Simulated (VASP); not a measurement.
# Fe2O3 (R-3c) in VASP: a series of runs, part 2 of 2

VASP 6.6.1. Earlier steps stand in the parts before.

## (3) Relaxation of shape and atoms at fixed volume, PBE+U, collinear spin, ferromagnetic start (10.75 Å³/atom)

This run uses another cell than the first one, of 10.75 Å³/atom.

Contents of INCAR:

```
PREC = Accurate
ENCUT = 600
EDIFF = 1E-7
ISMEAR = 0
SIGMA = 0.05
LREAL = F
LASPH = T
NELM = 200
ALGO = Normal
ISIF = 4
LWAVE = F
LCHARG = F
ISPIN = 2
MAGMOM = 4.35 4.35 4.35 4.35 0.44 0.44 0.44 0.44 0.44 0.44
LORBIT = 11
LMAXMIX = 4
LDAU = T
LDAUTYPE = 2
LDAUL = 2 -1
LDAUU = 4 0
LDAUJ = 0 0
LDAUPRINT = 1
GGA = PE
IBRION = 2
NSW = 60
EDIFFG = -0.01
GGA_COMPAT = F
NELMIN = 4
```

Contents of KPOINTS:

```
Automatic mesh
0
Gamma
  4 4 4
```

Contents of POSCAR:

```
Fe2O3
1.0
    2.5839976946      1.4918717645      4.6496427836
   -2.5839976946      1.4918717645      4.6496427836
    0.0000000000     -2.9837435292      4.6496427836
Fe O
4 6
Direct
    0.3549275184      0.3549275184      0.3549275184
    0.1450724816      0.1450724816      0.1450724816
    0.6450724816      0.6450724816      0.6450724816
    0.8549275184      0.8549275184      0.8549275184
    0.5536061142      0.9463938858      0.2500000000
    0.2500000000      0.5536061142      0.9463938858
    0.9463938858      0.2500000000      0.5536061142
    0.4463938858      0.0536061142      0.7500000000
    0.7500000000      0.4463938858      0.0536061142
    0.0536061142      0.7500000000      0.4463938858
```

Potentials or basis: VASP PAW PBE potentials, release 64 (Fe, O).

Run with:

```sh
cat potpaw_PBE.64/Fe/POTCAR potpaw_PBE.64/O/POTCAR > POTCAR
mpirun -np 1 vasp_std > vasp.out
```

OUTCAR:

```text
PREC = Accurate
   ENCUT = 600
   EDIFF = 1E-7
   ISMEAR = 0
   LREAL = F
   LASPH = T
   NELM = 200
   ISIF = 4
   ISPIN = 2
   LORBIT = 11
   GGA = PE
   IBRION = 2
   NSW = 60
   EDIFFG = -0.01
   NELMIN = 4

 ion  position               nearest neighbor table
   1  0.355  0.355  0.355-   9 2.00  10 2.00   8 2.00   7 2.15   5 2.15   6 2.15   2 2.93   3 3.04
                             3 3.04   3 3.04
   2  0.145  0.145  0.145-  10 2.00   9 2.00   8 2.00   6 2.15   5 2.15   7 2.15   1 2.93   4 3.04
                             4 3.04   4 3.04
   3  0.645  0.645  0.645-   6 2.00   7 2.00   5 2.00  10 2.15   8 2.15   9 2.15   4 2.93   1 3.04
                             1 3.04   1 3.04
   4  0.855  0.855  0.855-   7 2.00   6 2.00   5 2.00   9 2.15   8 2.15  10 2.15   3 2.93   2 3.04
                             2 3.04   2 3.04
   5  0.554  0.946  0.250-   3 2.00   4 2.00   1 2.15   2 2.15
   6  0.250  0.554  0.946-   3 2.00   4 2.00   2 2.15   1 2.15
   7  0.946  0.250  0.554-   4 2.00   3 2.00   1 2.15   2 2.15
   8  0.446  0.054  0.750-   1 2.00   2 2.00   3 2.15   4 2.15
   9  0.750  0.446  0.054-   1 2.00   2 2.00   4 2.15   3 2.15
  10  0.054  0.750  0.446-   2 2.00   1 2.00   3 2.15   4 2.15

  LATTYP: Found a trigonal (rhomboedric) cell.
 ALAT       =     5.5246631990
 COS(alpha) =     0.5624752503

  Lattice vectors:

 A1 = (   2.5839976946,   1.4918717645,   4.6496427836)
 A2 = (  -2.5839976946,   1.4918717645,   4.6496427836)
 A3 = (   0.0000000000,  -2.9837435292,   4.6496427836)

Analysis of symmetry for initial positions (statically):
=====================================================================
 Subroutine PRICEL returns:
 Original cell was already a primitive cell.

 Routine SETGRP: Setting up the symmetry group for a
 trigonal (rhombohedral) supercell.

 Subroutine GETGRP returns: Found 12 space group operations
 (whereof  6 operations were pure point group operations)
 out of a pool of 12 trial point group operations.

The static configuration has the point symmetry S_6 .
 The point group associated with its full space group is D_3d.

Analysis of symmetry for dynamics (positions and initial velocities):
=====================================================================
 Subroutine PRICEL returns:
 Original cell was already a primitive cell.

 Routine SETGRP: Setting up the symmetry group for a
 trigonal (rhombohedral) supercell.

 Subroutine GETGRP returns: Found 12 space group operations
 (whereof  6 operations were pure point group operations)
 out of a pool of 12 trial point group operations.

The dynamic configuration has the point symmetry S_6 .
 The point group associated with its full space group is D_3d.

Analysis of structural, dynamic, and magnetic symmetry:
=====================================================================
 Subroutine PRICEL returns:
 Original cell was already a primitive cell.

 Routine SETGRP: Setting up the symmetry group for a
 trigonal (rhombohedral) supercell.

 Subroutine GETGRP returns: Found 12 space group operations
 (whereof  6 operations were pure point group operations)
 out of a pool of 12 trial point group operations.

The overall configuration has the point symmetry S_6 .
 The point group associated with its full space group is D_3d.

 Subroutine INISYM returns: Found 12 space group operations
 (whereof  6 operations are pure point group operations),
 and found     1 'primitive' translations

[... 122 lines left out ...]
   LORBIT       =     11    0 simple, 1 ext, 2 COOP (PROOUT), +10 PAW based schemes
 LDA+U is selected, type is set to LDAUTYPE =  2
   angular momentum for each species LDAUL =     2   -1
   U (eV)           for each species LDAUU =   4.0  0.0
   J (eV)           for each species LDAUJ =   0.0  0.0
   GGA     = PE    functional components
   LHFCALC =     F    Hartree Fock is set to
   AEXX    =    0.0000 exact exchange contribution
   IVDW    =     0    specifies the selected vdW correction
   LEPSILON=     F    determine dielectric tensor
   LRPA    =     F    only Hartree local field effects (RPA)
 conjugate gradient relaxation of ions
 spin polarized calculation
 Gauss-broadening in eV      SIGMA  =   0.05
  energy-cutoff  :      600.00
  volume of cell :      107.55
 maximum number of plane-waves:      3608
 NGX is ok and might be reduce to    48
   NGX = 23   NGY = 23   NGZ = 23

--------------------------------------- Ionic step        1  -------------------------------------------

 number of electron      67.9999998 magnetization      19.9999975

 Free energy of the ion-electron system (eV)
  ---------------------------------------------------
  ext. energy  EPLUGINS =         0.00000000
  ---------------------------------------------------
  free energy    TOTEN  =       -67.53555369 eV

  energy without entropy =      -67.53555369  energy(sigma->0) =      -67.53555369

------------------------ aborting loop because EDIFF is reached ----------------------------------------

  FORCE on cell =-STRESS in cart. coord.  units (eV):
  Direction    XX          YY          ZZ          XY          YZ          ZX
  --------------------------------------------------------------------------------------
  -------------------------------------------------------------------------------------
  Total       -2.9308893     -2.9308893     -2.6129426     -0.0000000      0.0000000      0.0000000
  in kB      -43.6631978    -43.6631978    -38.9265575     -0.0000000      0.0000000      0.0000000
  external PRESSURE =     -42.0843177 kB  Pullay stress =       0.0000000 kB
[... 251 lines left out ...]
--------------------------------------- Ionic step        4  -------------------------------------------

 number of electron      67.9999992 magnetization      19.9999992

 Free energy of the ion-electron system (eV)
  ---------------------------------------------------
  ext. energy  EPLUGINS =         0.00000000
  ---------------------------------------------------
  free energy    TOTEN  =       -67.54190665 eV

  energy without entropy =      -67.54190665  energy(sigma->0) =      -67.54190665

 E-fermi :   3.3418     XC(G=0): -11.2395

 val. band max:        3.1348808079   @ k =   0.0000   0.0000   0.0000
 cond. band min:       4.3137627369   @ k =  -0.2500   0.2500   0.0000
 fundamental gap:      1.1788819290
 Fermi energy:         3.3417951964

 spin component 1

 k-point     1 :       0.0000    0.0000    0.0000
  band No.  band energies     occupation
      1     -15.5338      1.00000
      2     -14.2152      1.00000
      3     -14.2152      1.00000
      4     -14.1486      1.00000
      5     -14.1162      1.00000
      6     -14.1162      1.00000
[... 626 lines left out ...]
     45       9.7185      0.00000
     46       9.7185      0.00000
 Fermi energy:         3.3417951964

 spin component 2

 k-point     1 :       0.0000    0.0000    0.0000
  band No.  band energies     occupation
      1     -14.8565      1.00000
      2     -13.4183      1.00000
      3     -13.3188      1.00000
      4     -13.3188      1.00000
      5     -13.2797      1.00000
      6     -13.2797      1.00000
[... 626 lines left out ...]
     45      10.7023      0.00000
     46      10.7023      0.00000
 [bands above 46 left out]

------------------------ aborting loop because EDIFF is reached ----------------------------------------

  FORCE on cell =-STRESS in cart. coord.  units (eV):
  Direction    XX          YY          ZZ          XY          YZ          ZX
  --------------------------------------------------------------------------------------
  -------------------------------------------------------------------------------------
  Total       -2.7700104     -2.7700104     -2.7505362      0.0000000      0.0000000      0.0000000
  in kB      -41.2664898    -41.2664898    -40.9763712      0.0000000      0.0000000      0.0000000
  external PRESSURE =     -41.1697836 kB  Pullay stress =       0.0000000 kB
[... 25 lines left out ...]
  FREE ENERGIE OF THE ION-ELECTRON SYSTEM (eV)
  ---------------------------------------------------
  free  energy   TOTEN  =       -67.5419066527 eV

  energy  without entropy=      -67.5419066527  energy(sigma->0) =      -67.54190665

 reached required accuracy - stopping structural energy minimisation

 total charge

# of ion       s       p       d       tot
------------------------------------------
    1        0.361   0.495   5.750   6.606
    2        0.361   0.495   5.750   6.606
    3        0.361   0.495   5.750   6.606
    4        0.361   0.495   5.750   6.606
    5        1.555   3.459   0.000   5.013
    6        1.555   3.459   0.000   5.013
    7        1.555   3.459   0.000   5.013
    8        1.555   3.459   0.000   5.013
    9        1.555   3.459   0.000   5.013
   10        1.555   3.459   0.000   5.013
--------------------------------------------------
tot         10.770  22.731  23.002  56.503

 magnetization (x)

# of ion       s       p       d       tot
------------------------------------------
    1        0.026   0.039   4.259   4.324
    2        0.026   0.039   4.259   4.324
    3        0.026   0.039   4.259   4.324
    4        0.026   0.039   4.259   4.324
    5        0.021   0.351   0.000   0.372
    6        0.021   0.351   0.000   0.372
    7        0.021   0.351   0.000   0.372
    8        0.021   0.351   0.000   0.372
    9        0.021   0.351   0.000   0.372
   10        0.021   0.351   0.000   0.372
--------------------------------------------------
tot          0.231   2.264  17.035  19.530
```

Run time: 28 min. Hardware: 1 thread of Oxide Virtual Turin-like, shared host; peak memory 0.43 GiB.

Results:

| Quantity | Value |
| --- | --- |
| Free energy | -67.5419 eV |
| Energy gained by relaxing | 0.6 meV/atom |
| Ionic steps | 4 |
| Pressure after relaxing | -4.1 GPa |
| Band gap on the k mesh | 1.18 eV (least direct gap 1.37 eV) |
| Net moment | 20.00 μB per cell |
| Site moments | Fe +4.32; O +0.37 μB |
| Valence electrons inside the program's atomic spheres | Fe 6.61; O 5.01 |

Forces in eV/Å, atoms in the order of the input:
```
Fe   0.000  0.000  0.002
Fe   0.000  0.000 -0.002
Fe   0.000  0.000 -0.002
Fe   0.000  0.000  0.002
O    0.001  0.000  0.000
O   -0.001  0.001  0.000
O   -0.001 -0.001  0.000
O   -0.001  0.000  0.000
O    0.001 -0.001  0.000
O    0.001  0.001  0.000
```

The path:
```csv
step,energy change (eV),largest force (eV/Å),pressure (GPa),volume (Å³)
1,0.0000,0.1415,-4.21,107.55
2,-0.0037,0.0872,-4.18,107.55
3,-0.0062,0.0119,-4.14,107.55
4,-0.0064,0.0023,-4.12,107.55
```

Final structure:
```xyz
10
Lattice="2.5789 1.4889 4.6680 -2.5789 1.4889 4.6680 0.0000 -2.9779 4.6680" Properties=species:S:1:pos:R:3 pbc="T T T"
Fe    0.0000    0.0000    4.9515
Fe    0.0000    0.0000    2.0505
Fe    0.0000    0.0000    9.0525
Fe    0.0000    0.0000   11.9535
O    -1.0083    1.4889    8.1690
O    -0.7853   -1.6177    8.1690
O     1.7936    0.1287    8.1690
O     1.0083   -1.4889    5.8350
O     0.7853    1.6177    5.8350
O    -1.7936   -0.1287    5.8350
```

Eigenvalues of the final occupation matrices:
```
    site  spin  trace               eigenvalues
site 1 d     1   5.02  0.98 0.98 0.98 1.04 1.04
site 1 d     2   0.75  0.06 0.06 0.08 0.27 0.27
site 2 d     1   5.02  0.98 0.98 0.98 1.04 1.04
site 2 d     2   0.75  0.06 0.06 0.08 0.27 0.27
site 3 d     1   5.02  0.98 0.98 0.98 1.04 1.04
site 3 d     2   0.75  0.06 0.06 0.08 0.27 0.27
site 4 d     1   5.02  0.98 0.98 0.98 1.04 1.04
site 4 d     2   0.75  0.06 0.06 0.08 0.27 0.27
```

Caveat: the run started ferromagnetic, and an antiferromagnetic order may lie lower in energy. The state reached can hang on the start; a lower one may exist.
